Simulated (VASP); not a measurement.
# Au (P6_3/mmc) in VASP: further runs, part 2 of 2

VASP 6.6.1. Earlier steps stand in the parts before.

## (3) Single point, PBE

INCAR

```
SYSTEM = Au
PREC = Accurate
ENCUT = 520
EDIFF = 1E-6
ISMEAR = 0
SIGMA = 0.15
LREAL = .FALSE.
LASPH = .TRUE.
NELM = 60
ALGO = Fast
ISIF = 2
LWAVE = .FALSE.
LCHARG = .FALSE.
GGA = PE
NBANDS = 18
```

KPOINTS

```
regular mesh
0
G
  24 24 12
  0 0 0
```

POSCAR

```
Au
1.0
    2.8999984104      0.0000000000      0.0000000000
   -1.4499992052      2.5114722944      0.0000000000
    0.0000000000      0.0000000000      4.8800000000
Au
2
Direct
    0.3333333333      0.6666666667      0.7500000000
    0.6666666667      0.3333333333      0.2500000000
```

Potentials or basis: VASP PAW PBE potentials, release 64 (Au).

The run is started by

```console
> cat potpaw_PBE.64/Au/POTCAR > POTCAR
> mpirun -np 1 vasp_std > vasp.out
```

OUTCAR:

```text
SYSTEM = Au
   PREC = Accurate
   ENCUT = 520
   EDIFF = 1E-6
   ISMEAR = 0
   LREAL = .FALSE.
   LASPH = .TRUE.
   NELM = 60
   ISIF = 2
   GGA = PE

 ion  position               nearest neighbor table
   1  0.333  0.667  0.750-   2 2.96   2 2.96   2 2.96   2 2.96   2 2.96   2 2.96
   2  0.667  0.333  0.250-   1 2.96   1 2.96   1 2.96   1 2.96   1 2.96   1 2.96

  LATTYP: Found a hexagonal cell.
 ALAT       =     2.8999984104
 C/A-ratio  =     1.6827595431

  Lattice vectors:

 A1 = (   2.8999984104,   0.0000000000,   0.0000000000)
 A2 = (  -1.4499992052,   2.5114722944,   0.0000000000)
 A3 = (   0.0000000000,   0.0000000000,   4.8800000000)

Analysis of symmetry for initial positions (statically):
=====================================================================
 Subroutine PRICEL returns:
 Original cell was already a primitive cell.

 Routine SETGRP: Setting up the symmetry group for a
 hexagonal supercell.

 Subroutine GETGRP returns: Found 24 space group operations
 (whereof 12 operations were pure point group operations)
 out of a pool of 24 trial point group operations.

The static configuration has the point symmetry D_3d.
 The point group associated with its full space group is D_6h.

Analysis of symmetry for dynamics (positions and initial velocities):
=====================================================================
 Subroutine PRICEL returns:
 Original cell was already a primitive cell.

 Routine SETGRP: Setting up the symmetry group for a
 hexagonal supercell.

 Subroutine GETGRP returns: Found 24 space group operations
 (whereof 12 operations were pure point group operations)
 out of a pool of 24 trial point group operations.

The dynamic configuration has the point symmetry D_3d.
 The point group associated with its full space group is D_6h.

 Subroutine INISYM returns: Found 24 space group operations
 (whereof 12 operations are pure point group operations),
 and found     1 'primitive' translations

----------------------------------------------------------------------------------------

                                     Primitive cell

  volume of cell :      35.5423

  direct lattice vectors                    reciprocal lattice vectors
     2.899998410  0.000000000  0.000000000     0.344827775  0.199086409  0.000000000
    -1.449999205  2.511472294  0.000000000     0.000000000  0.398172818  0.000000000
     0.000000000  0.000000000  4.880000000     0.000000000  0.000000000  0.204918033

  length of vectors
     2.899998410  2.899998410  4.880000000     0.398172818  0.398172818  0.204918033

  position of ions in fractional coordinates (direct lattice)
     0.333333333  0.666666667  0.750000000
     0.666666667  0.333333333  0.250000000

  ion indices of the primitive-cell ions
   primitive index   ion index
                 1           1
                 2           2

----------------------------------------------------------------------------------------

 KPOINTS: regular mesh

Automatic generation of k-mesh.
 Grid dimensions read from file:
 generate k-points for:   24   24   12

 Generating k-lattice:

  Cartesian coordinates                     Fractional coordinates (reciprocal lattice)
     0.014367824  0.008295267  0.000000000     0.041666667  0.000000000  0.000000000
     0.000000000  0.016590534  0.000000000     0.000000000  0.041666667  0.000000000
     0.000000000  0.000000000  0.017076503     0.000000000  0.000000000  0.083333333

  Length of vectors
     0.016590534  0.016590534  0.017076503

  Shift w.r.t. Gamma in fractional coordinates (k-lattice)
     0.000000000  0.000000000  0.000000000

 Subroutine IBZKPT returns following result:
 ===========================================

 Found    427 irreducible k-points:

 Following reciprocal coordinates:
            Coordinates               Weight
  0.000000  0.000000  0.000000      1.000000
  0.041667  0.000000  0.000000      6.000000
  0.083333  0.000000  0.000000      6.000000
  0.125000  0.000000  0.000000      6.000000
  0.166667  0.000000  0.000000      6.000000
  0.208333  0.000000  0.000000      6.000000
[... 16 lines left out ...]
  0.416667  0.041667  0.000000     12.000000
  0.458333  0.041667  0.000000     12.000000
 [... further k-points ...]
   k-points           NKPTS =    427   k-points in BZ     NKDIM =    427   number of bands    NBANDS=     18
   number of dos      NEDOS =    301   number of ions     NIONS =      2
   total plane-waves  NPLWV =  20736
   dimension x,y,z NGX =    24 NGY =   24 NGZ =   36
   dimension x,y,z NGXF=    48 NGYF=   48 NGZF=   72
   ions per type =               2
   NGX,Y,Z   is equivalent  to a cutoff of  13.76, 13.76, 12.26 a.u.
   NGXF,Y,Z  is equivalent  to a cutoff of  27.52, 27.52, 24.53 a.u.
 SYSTEM =  Au
   PREC   = accura    normal or accurate (medium, high low for compatibility)
   ISTART =      0    job   : 0-new  1-cont  2-samecut
   ICHARG =      2    charge: 1-file 2-atom 10-const
   ISPIN  =      1    spin polarized calculation?
   LNONCOLLINEAR =      F non collinear calculations
   LSORBIT =      F    spin-orbit coupling
   LASPH  =      T    aspherical Exc in radial PAW
   ENCUT  =  520.0 eV  38.22 Ry    6.18 a.u.   5.39  5.39  9.07*2*pi/ulx,y,z
   NELM   =     60;   NELMIN=  2; NELMDL= -5     # of ELM steps
   EDIFF  = 0.1E-05   stopping-criterion for ELM
   LREAL  =      F    real-space projection
   EDIFFG = 0.1E-04   stopping-criterion for IOM
   NSW    =      0    number of steps for IOM
   IBRION =     -1    ionic relax: 0-MD 1-quasi-New 2-CG
   NFREE  =      0    steps in history (QN), initial steepest desc. (CG)
   ISIF   =      2    stress and relaxation
   ISYM   =      2    0-nonsym 1-usesym 2-fastsym
   POTIM  = 0.5000    time-step for ionic-motion
   TEBEG  =    0.0;   TEEND  =   0.0 temperature during run
   PSTRESS=    0.0 pullay stress
   NELECT =      22.0000    total number of electrons
   NUPDOWN=      -1.0000    fix difference up-down
   EMIN   =  10.00;   EMAX   =-10.00  energy-range for DOS
   EFERMI =   0.00;   METHOD = LEGACY
   ISMEAR =     0;   SIGMA  =   0.15  broadening in eV -4-tet -1-fermi 0-gaus
   EFERMI_NEDOS =   21; number of points for ismear=-14 and -15
   IALGO  =     68    algorithm
   IMIX   =      4    mixing-type and parameters
     AMIX     =   0.40;   BMIX     =  1.00
     AMIX_MAG =   1.60;   BMIX_MAG =  1.00
  volume/ion in A,a.u.               =      17.77       119.93
  Fermi-wavevector in a.u.,A,eV,Ry     =   1.395191  2.636529 26.484537  1.946559
  Thomas-Fermi vector in A             =   2.518667
   LORBIT       =      0    0 simple, 1 ext, 2 COOP (PROOUT), +10 PAW based schemes
   GGA     = PE    functional components
   LHFCALC =     F    Hartree Fock is set to
   AEXX    =    0.0000 exact exchange contribution
   IVDW    =     0    specifies the selected vdW correction
   LEPSILON=     F    determine dielectric tensor
   LRPA    =     F    only Hartree local field effects (RPA)
 non-spin polarized calculation
 RMM-DIIS sequential band-by-band and
 Gauss-broadening in eV      SIGMA  =   0.15
  energy-cutoff  :      520.00
  volume of cell :       35.54
 maximum number of plane-waves:       984
 NGX is ok and might be reduce to    24
   NGX = 11   NGY = 11   NGZ = 19

 number of electron      22.0000001 magnetization

 Free energy of the ion-electron system (eV)
  ---------------------------------------------------
  ext. energy  EPLUGINS =         0.00000000
  ---------------------------------------------------
  free energy    TOTEN  =        -6.42824237 eV

  energy without entropy =       -6.41871462  energy(sigma->0) =       -6.42347849

 E-fermi :   8.7795     XC(G=0): -12.4657

 val. band max:        8.7788662022   @ k =   0.4167   0.0833   0.0000
 cond. band min:       8.7812548793   @ k =   0.3333   0.1667   0.2500
 fundamental gap:      0.0023886771
 Fermi energy:         8.7794893963

 k-point     1 :       0.0000    0.0000    0.0000
  band No.  band energies     occupation
      1      -0.6310      2.00000
      2       1.7578      2.00000
      3       4.1388      2.00000
      4       4.4140      2.00000
      5       4.4140      2.00000
      6       4.7004      2.00000
[... 10 lines left out ...]
     17      26.9107      0.00000
     18      26.9107      0.00000
[... 463 lines left out ...]
 k-point    24 :       0.4583    0.0417    0.0000
  band No.  band energies     occupation
      1       2.3018      2.00000
      2       2.3420      2.00000
      3       2.8031      2.00000
      4       4.4328      2.00000
      5       4.5872      2.00000
      6       4.8414      2.00000
[... 10 lines left out ...]
     17      20.2664      0.00000
     18      23.5466      0.00000

 [... further k-points ...]

------------------------ aborting loop because EDIFF is reached ----------------------------------------

  FORCE on cell =-STRESS in cart. coord.  units (eV):
  Direction    XX          YY          ZZ          XY          YZ          ZX
  --------------------------------------------------------------------------------------
  -------------------------------------------------------------------------------------
  Total        0.4256906      0.4256906      0.3010077      0.0000000     -0.0000000      0.0000000
  in kB       19.1892777     19.1892777     13.5688240      0.0000000     -0.0000000      0.0000000
  external PRESSURE =      17.3157932 kB  Pullay stress =       0.0000000 kB

 VOLUME and BASIS-vectors are now :
 -----------------------------------------------------------------------------
  energy-cutoff  :      520.00
  volume of cell :       35.54
      direct lattice vectors                 reciprocal lattice vectors
     2.899998410  0.000000000  0.000000000     0.344827775  0.199086409  0.000000000
    -1.449999205  2.511472294  0.000000000     0.000000000  0.398172818  0.000000000
     0.000000000  0.000000000  4.880000000     0.000000000  0.000000000  0.204918033

 POSITION                                       TOTAL-FORCE (eV/Angst)
 -----------------------------------------------------------------------------------
     -0.00000      1.67431      3.66000         0.000000     -0.000000      0.000000
      1.45000      0.83716      1.22000        -0.000000      0.000000      0.000000
 -----------------------------------------------------------------------------------
    total drift:                               -0.000000      0.000000     -0.000000

  FREE ENERGIE OF THE ION-ELECTRON SYSTEM (eV)
  ---------------------------------------------------
  free  energy   TOTEN  =        -6.4282423676 eV

  energy  without entropy=       -6.4187146195  energy(sigma->0) =       -6.42347849
```

stdout:

```text
POSCAR found type information on POSCAR Au
 POSCAR found :  1 types and       2 ions
 scaLAPACK will be used
 LDA part: xc-table for (Slater+PW92), standard interpolation
 POSCAR, INCAR and KPOINTS ok, starting setup
 FFT: planning ... GRIDC
 FFT: planning ... GRID_SOFT
 FFT: planning ... GRID
 WAVECAR not read
 entering main loop
```

Run time: 5.4 min. Hardware: 1 thread of AMD EPYC 7R13, shared host; peak memory 0.3 GiB.

Results:

```
Free energy            : -6.4282 eV
Pressure               : 1.7 GPa
Band gap on the k mesh : zero (bands 11 and 12 overlap by 6.68 eV)
```

Levels at points of the mesh, in eV from the Fermi level:
```
           k point  band 8  band 9  band 10  band 11  band 12  band 13  band 14  band 15
(0.00, 0.00, 0.00)   -3.42   -3.42    -2.15    -2.15    -0.95     2.46    14.63    15.65
(0.50, 0.00, 0.00)   -1.94   -1.85    -1.68     0.38     1.50     5.64     7.06     7.14
(0.00, 0.00, 0.50)   -4.40   -2.58    -2.58    -2.58    -2.58    10.32    10.32    14.90
(0.50, 0.00, 0.50)   -2.35   -1.75    -1.75     0.56     0.56     3.77     3.77    13.02
```

Caveat: spin-orbit coupling is left out, which moves the levels of the heavy elements.
